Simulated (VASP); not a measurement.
A run of VASP 6.6.1 is set up as follows.

Contents of INCAR:

```
PREC = Accurate
ENCUT = 600
EDIFF = 1E-6
ISMEAR = 0
SIGMA = 0.05
LREAL = False
LASPH = True
NELM = 120
ALGO = Normal
ISIF = 2
LWAVE = False
LCHARG = True
GGA = PS
LELF = True
LVHAR = True
NBANDS = 26
GGA_COMPAT = False
```

The input KPOINTS:

```
Automatic mesh
0
Gamma
  10 6 4
```

The input POSCAR:

```
BN
1.0
    2.5037762076      0.0000000000      0.0000000000
    0.0000000000      4.3366676023      0.0000000000
    0.0000000000      0.0000000000      7.0340970058
B N
4 4
Direct
    0.0000000000      0.3333333333      0.2372620466
    0.5000000000      0.8333333333      0.2528432932
    0.5000000000      0.1666666667      0.7372620466
    1.0000000000      0.6666666667      0.7528432932
    0.0000000000      0.3333333333      0.7556964728
    0.5000000000      0.8333333333      0.7519398003
    0.5000000000      0.1666666667      0.2556964728
    1.0000000000      0.6666666667      0.2519398003
```

Potentials or basis: VASP PAW PBE potentials, release 64 (B, N).

Launch:

```sh
$ cat potpaw_PBE.64/B/POTCAR potpaw_PBE.64/N/POTCAR > POTCAR
$ mpirun -np 1 vasp_std > vasp.out
```

Question: Estimate the largest force.

Answer: 1.612 eV/Å.

Question: What does it give for the band gap on the k mesh?

Answer: 3.82 eV.

Question: What does it give for the pressure?

Answer: -0.4 GPa.

Forces in eV/Å, atoms in the order of the input:
```
B    0.000 -0.063  1.611
B    0.000 -0.007 -0.024
B    0.000  0.063  1.611
B    0.000  0.007 -0.024
N    0.000 -0.126 -1.051
N    0.000  0.060 -0.535
N    0.000  0.126 -1.051
N    0.000 -0.060 -0.535
```

Caveat: the cell differs from its parent crystal (atoms displaced along a vibrational mode); the PAW data sets were made with another functional, which shifts forces and pressure a little; this functional lacks dispersion, which binds the layers, so the pressure and a relaxed spacing across them are unreliable. A k mesh can miss the band edges.
